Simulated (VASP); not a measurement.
**GaP: single point with PBE**

Crystal: GaP.

```
Ga P
1.0
     0.00000    2.83442    2.63093
     2.83442    0.00000    2.63093
     2.83442    2.83442    0.00000
Ga P
1 1
Direct
  0.00000 0.00000 0.00000
  0.25000 0.25000 0.25000
```

This cell differs from its parent crystal: epitaxial xy strain +4.0%.

| Quantity | Value |
| --- | --- |
| Program | VASP 6.6.1 |
| Task | single point |
| Functional | PBE |
| Potentials or basis | VASP PAW PBE potentials, release 64 (Ga_d, P) |
| Cutoff | 500 eV |
| k mesh | 8 × 8 × 8 |
| Occupations | fermi-dirac, width 0.02 eV |
| Spin | no spin polarisation |
| Dipole correction | no |
| Further INCAR settings | ALGO = Normal; EDIFF = 1e-06; NBANDS = 16 |

```yaml
Pressure: -1.1 GPa
Band_gap_on_the_k_mesh: 1.03 eV, indirect (least direct gap 1.19 eV)
```

Stress tensor (GPa, compression positive):
```
-2.71  0.00  0.00
 0.00 -2.71  0.00
 0.00  0.00  2.02
```

Levels at points of the mesh, in eV from the valence-band top:
```tsv
k point	band 5	band 6	band 7	band 8	band 9	band 10	band 11	band 12	band 13	band 14
(0.00, 0.00, 0.00)	-14.63	-12.40	-0.36	-0.36	0.00	1.19	3.59	3.75	3.75	8.37
(0.50, 0.00, 0.00)	-14.62	-10.47	-6.62	-1.56	-1.02	1.21	4.24	4.87	8.01	10.20
(0.50, 0.50, 0.00)	-14.61	-9.44	-6.47	-3.08	-3.08	1.17	1.21	10.00	10.00	10.95
(0.50, 0.00, 0.50)	-14.63	-9.73	-6.93	-2.61	-2.56	1.68	1.86	9.73	9.78	10.24
```

It took 14 s on 1 thread of Intel(R) Xeon(R) 6975P-C (Granite Rapids) (shared host), peak memory 0.18 GiB.

Caveat: the cell differs from its parent crystal (epitaxial xy strain +4.0%). A k mesh can miss the band edges.
